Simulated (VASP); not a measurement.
The system is Ni.

```
CELL_PARAMETERS angstrom
0.00000 1.76726 1.76726
1.76726 0.00000 1.76726
1.76726 1.76726 0.00000
ATOMIC_POSITIONS crystal
Ni 0.00000 0.00000 0.00000
```

Base run:

```yaml
Program: VASP 6.6.1
Functional: LDA
Potentials_or_basis: VASP PAW LDA potentials, release 64 (Ni)
Cutoff: 520 eV
k_mesh: 15 × 15 × 15
Occupations: fermi-dirac, width 0.1 eV
Spin: collinear spin, ferromagnetic start
Starting_moments: "[0.7] μB"
Fixed_moment: 0.7 μB
```

Its results: pressure -18.3 GPa; site moments Ni +0.70 μB.

Q: The run is repeated on the same cell with these changes: fixed moment from 0.7 μB to 0.23 μB; moments at the start from [0.7] to [0.23]. What comes out?

A: Pressure -19.5 GPa; site moments Ni +0.23 μB.

Caveats: the cell stands under tension; the total moment is fixed, so each spin has its own Fermi level.
